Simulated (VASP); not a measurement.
# MgCl6 (Fm-3m) in VASP: further runs

MgCl6 is run at these levels: PBE; tasks: relaxation of cell and atoms.

Program: VASP 6.6.1. These are calculated values, not measurements. Logs are shortened: lines on timing, memory, paths and dates and some standing lists are left out, and cuts for length are marked.

### 1 The cell of the first run

Symmetry: Fm-3m, No. 225, cubic system. The conventional cell has a = 9.155 Å, b = 9.155 Å, c = 9.155 Å, α = 90.00°, β = 90.00°, γ = 90.00°. Within 3.3 Å of Mg (site symmetry m-3m) lie 6 Cl at 2.47 Å. Within 3.3 Å of Cl (site symmetry 4mm) lie 1 Mg at 2.47 Å and 4 Cl at 2.98 Å.

The cell was generated, and may not be a known phase.

### 2 Relaxation of cell and atoms, PBE

The input, INCAR:

```
SYSTEM = MgCl6
PREC     = Accurate       ! precision mode
ENCUT    = 600            ! plane-wave cutoff, eV
EDIFF    = 1E-6           ! SCF threshold, eV
ISMEAR   = 0              ! smearing method
SIGMA    = 0.1            ! smearing width, eV
LREAL    = .FALSE.        ! projectors in reciprocal space
LASPH    = .TRUE.         ! aspherical terms in the spheres
NELM     = 100            ! most SCF steps
ALGO     = Normal         ! electronic algorithm
ISIF     = 3              ! what is computed and relaxed
LWAVE    = .FALSE.        ! write WAVECAR
LCHARG   = .FALSE.        ! write CHGCAR
GGA      = PE             ! functional
IBRION   = 2              ! ionic algorithm
NSW      = 90             ! ionic steps
EDIFFG   = -0.04          ! ionic threshold
```

The input, KPOINTS:

```
regular mesh
0
G
  4 4 4
  0 0 0
```

The input, POSCAR:

```
MgCl6
1.0
    0.0000000000      4.5776036100      4.5776036100
    4.5776036100      0.0000000000      4.5776036100
    4.5776036100      4.5776036100      0.0000000000
Mg Cl
1 6
Direct
    0.0000000000      0.0000000000      0.0000000000
    0.2701441400      0.7298558600      0.7298558600
    0.7298558600      0.2701441400      0.2701441400
    0.7298558600      0.2701441400      0.7298558600
    0.2701441400      0.7298558600      0.2701441400
    0.7298558600      0.7298558600      0.2701441400
    0.2701441400      0.2701441400      0.7298558600
```

Potentials or basis: VASP PAW PBE potentials, release 64 (Mg, Cl).

Started as:

```bash
> cat potpaw_PBE.64/Mg/POTCAR potpaw_PBE.64/Cl/POTCAR > POTCAR
> mpirun -np 1 vasp_std > vasp.out
```

OUTCAR:

```text
SYSTEM = MgCl6
   PREC = Accurate
   ENCUT = 600
   EDIFF = 1E-6
   ISMEAR = 0
   LREAL = .FALSE.
   LASPH = .TRUE.
   NELM = 100
   ISIF = 3
   GGA = PE
   IBRION = 2
   NSW = 90
   EDIFFG = -0.04

 ion  position               nearest neighbor table
   1  0.000  0.000  0.000-   2 2.47   3 2.47   4 2.47   5 2.47   6 2.47   7 2.47
   2  0.270  0.730  0.730-   1 2.47
   3  0.730  0.270  0.270-   1 2.47
   4  0.730  0.270  0.730-   1 2.47
   5  0.270  0.730  0.270-   1 2.47
   6  0.730  0.730  0.270-   1 2.47
   7  0.270  0.270  0.730-   1 2.47

  LATTYP: Found a face centered cubic cell.
 ALAT       =     9.1552072200

  Lattice vectors:

 A1 = (   0.0000000000,   4.5776036100,   4.5776036100)
 A2 = (   4.5776036100,   0.0000000000,   4.5776036100)
 A3 = (   4.5776036100,   4.5776036100,   0.0000000000)

Analysis of symmetry for initial positions (statically):
=====================================================================
 Subroutine PRICEL returns:
 Original cell was already a primitive cell.

 Routine SETGRP: Setting up the symmetry group for a
 face centered cubic supercell.

 Subroutine GETGRP returns: Found 48 space group operations
 (whereof 48 operations were pure point group operations)
 out of a pool of 48 trial point group operations.

The static configuration has the point symmetry O_h .

Analysis of symmetry for dynamics (positions and initial velocities):
=====================================================================
 Subroutine PRICEL returns:
 Original cell was already a primitive cell.

 Routine SETGRP: Setting up the symmetry group for a
 face centered cubic supercell.

 Subroutine GETGRP returns: Found 48 space group operations
 (whereof 48 operations were pure point group operations)
 out of a pool of 48 trial point group operations.

The dynamic configuration has the point symmetry O_h .

 Subroutine INISYM returns: Found 48 space group operations
 (whereof 48 operations are pure point group operations),
 and found     1 'primitive' translations

----------------------------------------------------------------------------------------

                                     Primitive cell

  volume of cell :     191.8424

  direct lattice vectors                    reciprocal lattice vectors
     0.000000000  4.577603610  4.577603610    -0.109227457  0.109227457  0.109227457
     4.577603610  0.000000000  4.577603610     0.109227457 -0.109227457  0.109227457
     4.577603610  4.577603610  0.000000000     0.109227457  0.109227457 -0.109227457

  length of vectors
     6.473709108  6.473709108  6.473709108     0.189187505  0.189187505  0.189187505

  position of ions in fractional coordinates (direct lattice)
     0.000000000  0.000000000  0.000000000
     0.270144140  0.729855860  0.729855860
     0.729855860  0.270144140  0.270144140
     0.729855860  0.270144140  0.729855860
     0.270144140  0.729855860  0.270144140
     0.729855860  0.729855860  0.270144140
     0.270144140  0.270144140  0.729855860

  ion indices of the primitive-cell ions
   primitive index   ion index
                 1           1
                 2           2
                 3           3
                 4           4
                 5           5
                 6           6
                 7           7

----------------------------------------------------------------------------------------

 KPOINTS: regular mesh

Automatic generation of k-mesh.
 Grid dimensions read from file:
 generate k-points for:    4    4    4

 Generating k-lattice:

  Cartesian coordinates                     Fractional coordinates (reciprocal lattice)
    -0.027306864  0.027306864  0.027306864     0.250000000  0.000000000  0.000000000
     0.027306864 -0.027306864  0.027306864     0.000000000  0.250000000  0.000000000
     0.027306864  0.027306864 -0.027306864     0.000000000  0.000000000  0.250000000

  Length of vectors
     0.047296876  0.047296876  0.047296876

  Shift w.r.t. Gamma in fractional coordinates (k-lattice)
     0.000000000  0.000000000  0.000000000

 Subroutine IBZKPT returns following result:
 ===========================================

 Found      8 irreducible k-points:

 Following reciprocal coordinates:
            Coordinates               Weight
  0.000000  0.000000  0.000000      1.000000
  0.250000  0.000000  0.000000      8.000000
  0.500000  0.000000  0.000000      4.000000
  0.250000  0.250000  0.000000      6.000000
  0.500000  0.250000  0.000000     24.000000
 -0.250000  0.250000  0.000000     12.000000
  0.500000  0.500000  0.000000      3.000000
 -0.250000  0.500000  0.250000      6.000000
   k-points           NKPTS =      8   k-points in BZ     NKDIM =      8   number of bands    NBANDS=     26
   number of dos      NEDOS =    301   number of ions     NIONS =      7
   total plane-waves  NPLWV = 157464
   dimension x,y,z NGX =    54 NGY =   54 NGZ =   54
   dimension x,y,z NGXF=   108 NGYF=  108 NGZF=  108
   ions per type =               1   6
   NGX,Y,Z   is equivalent  to a cutoff of  13.87, 13.87, 13.87 a.u.
   NGXF,Y,Z  is equivalent  to a cutoff of  27.73, 27.73, 27.73 a.u.
 SYSTEM =  MgCl6
   PREC   = accura    normal or accurate (medium, high low for compatibility)
   ISTART =      0    job   : 0-new  1-cont  2-samecut
   ICHARG =      2    charge: 1-file 2-atom 10-const
   ISPIN  =      1    spin polarized calculation?
   LNONCOLLINEAR =      F non collinear calculations
   LSORBIT =      F    spin-orbit coupling
   LASPH  =      T    aspherical Exc in radial PAW
   ENCUT  =  600.0 eV  44.10 Ry    6.64 a.u.  12.93 12.93 12.93*2*pi/ulx,y,z
   NELM   =    100;   NELMIN=  2; NELMDL= -5     # of ELM steps
   EDIFF  = 0.1E-05   stopping-criterion for ELM
   LREAL  =      F    real-space projection
   EDIFFG = -.4E-01   stopping-criterion for IOM
   NSW    =     90    number of steps for IOM
   IBRION =      2    ionic relax: 0-MD 1-quasi-New 2-CG
   NFREE  =      1    steps in history (QN), initial steepest desc. (CG)
   ISIF   =      3    stress and relaxation
   ISYM   =      2    0-nonsym 1-usesym 2-fastsym
   POTIM  = 0.5000    time-step for ionic-motion
   TEBEG  =    0.0;   TEEND  =   0.0 temperature during run
   PSTRESS=    0.0 pullay stress
   NELECT =      44.0000    total number of electrons
   NUPDOWN=      -1.0000    fix difference up-down
   EMIN   =  10.00;   EMAX   =-10.00  energy-range for DOS
   EFERMI =   0.00;   METHOD = LEGACY
   ISMEAR =     0;   SIGMA  =   0.10  broadening in eV -4-tet -1-fermi 0-gaus
   EFERMI_NEDOS =   21; number of points for ismear=-14 and -15
   IALGO  =     38    algorithm
   IMIX   =      4    mixing-type and parameters
     AMIX     =   0.40;   BMIX     =  1.00
     AMIX_MAG =   1.60;   BMIX_MAG =  1.00
  volume/ion in A,a.u.               =      27.41       184.95
  Fermi-wavevector in a.u.,A,eV,Ry     =   1.002100  1.893694 13.663019  1.004204
  Thomas-Fermi vector in A             =   2.134565
   LORBIT       =      0    0 simple, 1 ext, 2 COOP (PROOUT), +10 PAW based schemes
   GGA     = PE    functional components
   LHFCALC =     F    Hartree Fock is set to
   AEXX    =    0.0000 exact exchange contribution
   IVDW    =     0    specifies the selected vdW correction
   LEPSILON=     F    determine dielectric tensor
   LRPA    =     F    only Hartree local field effects (RPA)
 conjugate gradient relaxation of ions
 non-spin polarized calculation
 Gauss-broadening in eV      SIGMA  =   0.10
  energy-cutoff  :      600.00
  volume of cell :      191.84
 maximum number of plane-waves:      6434
 NGX is ok and might be reduce to    54
   NGX = 25   NGY = 25   NGZ = 25

--------------------------------------- Ionic step        1  -------------------------------------------

 number of electron      43.9999996 magnetization

 Free energy of the ion-electron system (eV)
  ---------------------------------------------------
  ext. energy  EPLUGINS =         0.00000000
  ---------------------------------------------------
  free energy    TOTEN  =       -13.61948255 eV

  energy without entropy =      -13.53792707  energy(sigma->0) =      -13.57870481

------------------------ aborting loop because EDIFF is reached ----------------------------------------

  FORCE on cell =-STRESS in cart. coord.  units (eV):
  Direction    XX          YY          ZZ          XY          YZ          ZX
  --------------------------------------------------------------------------------------
  -------------------------------------------------------------------------------------
  Total        1.4943862      1.4943862      1.4943862     -0.0000000     -0.0000000      0.0000000
  in kB       12.4804107     12.4804107     12.4804107     -0.0000000     -0.0000000      0.0000000
  external PRESSURE =      12.4804107 kB  Pullay stress =       0.0000000 kB
[... 190 lines left out ...]
  energy  without entropy=      -13.7001723778  energy(sigma->0) =      -13.74694668

--------------------------------------- Ionic step        6  -------------------------------------------

 number of electron      44.0000006 magnetization

 Free energy of the ion-electron system (eV)
  ---------------------------------------------------
  ext. energy  EPLUGINS =         0.00000000
  ---------------------------------------------------
  free energy    TOTEN  =       -13.80177539 eV

  energy without entropy =      -13.70967743  energy(sigma->0) =      -13.75572641

 E-fermi :  -1.5085     XC(G=0):  -7.4963

 val. band max:       -1.5341393211   @ k =  -0.2500   0.5000   0.2500
 cond. band min:      -1.5023545963   @ k =  -0.2500   0.2500   0.0000
 fundamental gap:      0.0317847248
 Fermi energy:        -1.5084694074

 k-point     1 :       0.0000    0.0000    0.0000
  band No.  band energies     occupation
      1     -15.4277      2.00000
      2     -14.6302      2.00000
      3     -14.6302      2.00000
      4     -14.6302      2.00000
      5     -14.2682      2.00000
      6     -14.2682      2.00000
[... 255 lines left out ...]
  FREE ENERGIE OF THE ION-ELECTRON SYSTEM (eV)
  ---------------------------------------------------
  free  energy   TOTEN  =       -13.8017753910 eV

  energy  without entropy=      -13.7096774333  energy(sigma->0) =      -13.75572641

 reached required accuracy - stopping structural energy minimisation
```

Run time: 2.8 min. Hardware: 1 thread of Intel Xeon 6975P-C (Granite Rapids), shared host; peak memory 0.42 GiB.

What came out:

```
Free energy                           : -13.8018 eV
Relaxed volume                        : 29.48 Å³/atom
Relaxed cell                          : a = 6.633 Å, b = 6.633 Å, c = 6.633 Å, α = 60.00°, β = 60.00°, γ = 60.00°
Space group after relaxing (to 0.1 Å) : Fm-3m (No. 225)
Energy gained by relaxing             : 26.0 meV/atom
Ionic steps                           : 6
Pressure after relaxing               : 0.0 GPa
Largest force after relaxing          : 0.016 eV/Å
Band gap on the k mesh                : zero (bands 22 and 23 overlap by 0.50 eV)
```

Forces in eV/Å, atoms in the order of the input:
```
Mg   0.000  0.000  0.000
Cl   0.016  0.000  0.000
Cl  -0.016  0.000  0.000
Cl   0.000  0.016  0.000
Cl   0.000 -0.016  0.000
Cl   0.000  0.000  0.016
Cl   0.000  0.000 -0.016
```

Step by step:
| step | energy change (eV) | largest force (eV/Å) | pressure (GPa) | volume (Å³) |
| --- | --- | --- | --- | --- |
| 1 | 0.0000 | 0.5701 | 1.25 | 191.84 |
| 2 | -0.1079 | 0.3643 | 0.47 | 197.83 |
| 3 | -0.1733 | 0.0830 | -0.53 | 210.97 |
| 4 | -0.1742 | 0.1016 | -0.48 | 209.74 |
| 5 | -0.1742 | 0.1097 | -0.45 | 209.17 |
| 6 | -0.1823 | 0.0158 | -0.04 | 206.39 |

Final structure:
```
Mg Cl
1.0
     0.00000    4.69052    4.69052
     4.69052    0.00000    4.69052
     4.69052    4.69052    0.00000
Mg Cl
1 6
Cartesian
  0.0000 4.6905 4.6905
  6.9365 4.6905 4.6905
  2.4446 4.6905 4.6905
  4.6905 6.9365 4.6905
  4.6905 2.4446 4.6905
  4.6905 4.6905 6.9365
  4.6905 4.6905 2.4446
```

### 3 Relaxation of cell and atoms, PBE

This run uses another cell than the first one, of 29.91 Å³/atom.

The input, INCAR:

```
PREC     = Accurate       # precision mode
ENCUT    = 600            # plane-wave cutoff, eV
EDIFF    = 1E-6           # SCF threshold, eV
ISMEAR   = 0              # smearing method
SIGMA    = 0.1            # smearing width, eV
LREAL    = False          # projectors in reciprocal space
LASPH    = True           # aspherical terms in the spheres
NELM     = 60             # most SCF steps
ALGO     = Normal         # electronic algorithm
ISIF     = 3              # what is computed and relaxed
LWAVE    = False          # write WAVECAR
LCHARG   = False          # write CHGCAR
GGA      = PE             # functional
IBRION   = 2              # ionic algorithm
NSW      = 100            # ionic steps
EDIFFG   = -0.01          # ionic threshold
```

The input, KPOINTS:

```
regular mesh
0
Gamma
  8 8 8
```

The input, POSCAR:

```
MgCl6
1.0
    0.0000000000      4.7130327489      4.7130327489
    4.7130327489      0.0000000000      4.7130327489
    4.7130327489      4.7130327489      0.0000000000
Mg Cl
1 6
Direct
    0.0000000000      0.0000000000      0.0000000000
    0.2593509504      0.7406490496      0.7406490496
    0.7406490496      0.2593509504      0.2593509504
    0.7406490496      0.2593509504      0.7406490496
    0.2593509504      0.7406490496      0.2593509504
    0.7406490496      0.7406490496      0.2593509504
    0.2593509504      0.2593509504      0.7406490496
```

Potentials or basis: VASP PAW PBE potentials, release 64 (Mg, Cl).

Started as:

```bash
> cat potpaw_PBE.64/Mg/POTCAR potpaw_PBE.64/Cl/POTCAR > POTCAR
> mpirun -np 1 vasp_std > vasp.out
```

Run time: 11 min. Hardware: 1 thread of Intel Xeon 6975P-C (Granite Rapids), shared host; peak memory 0.49 GiB.

Results (log left out):

| Item | Value |
| --- | --- |
| Free energy | -13.7864 eV |
| Relaxed volume | 29.52 Å³/atom |
| Relaxed cell | a = 6.636 Å, b = 6.636 Å, c = 6.636 Å, α = 60.00°, β = 60.00°, γ = 60.00° |
| Space group after relaxing (to 0.1 Å) | Fm-3m (No. 225) |
| Energy gained by relaxing | 0.3 meV/atom |
| Ionic steps | 7 |
| Pressure after relaxing | 0.0 GPa |
| Band gap on the k mesh | zero (bands 22 and 23 overlap by 0.53 eV) |

The path:
| step | energy change (eV) | largest force (eV/Å) | pressure (GPa) | volume (Å³) |
| --- | --- | --- | --- | --- |
| 1 | 0.0000 | 0.0283 | -0.15 | 209.38 |
| 2 | -0.0009 | 0.0308 | -0.09 | 208.55 |
| 3 | -0.0014 | 0.0338 | 0.00 | 207.56 |
| 4 | -0.0011 | 0.0392 | 0.18 | 205.60 |
| 5 | -0.0015 | 0.0371 | 0.06 | 206.93 |
| 6 | -0.0021 | 0.0165 | 0.03 | 206.79 |
| 7 | -0.0022 | 0.0006 | 0.01 | 206.67 |

Final structure:
```
Mg Cl
1.0
     0.00000    4.69264    4.69264
     4.69264    0.00000    4.69264
     4.69264    4.69264    0.00000
Mg Cl
1 6
Direct
  0.00000 0.00000 0.00000
  0.26045 0.73955 0.73955
  0.73955 0.26045 0.26045
  0.73955 0.26045 0.73955
  0.26045 0.73955 0.26045
  0.73955 0.73955 0.26045
  0.26045 0.26045 0.73955
```

Levels at points of the mesh, in eV from the Fermi level:
| k point | band 19 | band 20 | band 21 | band 22 | band 23 | band 24 | band 25 | band 26 |
| --- | --- | --- | --- | --- | --- | --- | --- | --- |
| (0.00, 0.00, 0.00) | 0.08 | 0.08 | 0.08 | 0.36 | 0.36 | 0.36 | 6.65 | 6.95 |
| (0.50, 0.00, 0.00) | -0.20 | -0.04 | 0.03 | 0.03 | 0.10 | 0.10 | 7.98 | 8.49 |
| (0.50, 0.50, 0.00) | -0.82 | -0.75 | -0.24 | -0.13 | -0.13 | 0.35 | 8.45 | 9.07 |

The gap in the log of VASP goes by the Fermi energy; the results here count the filled bands.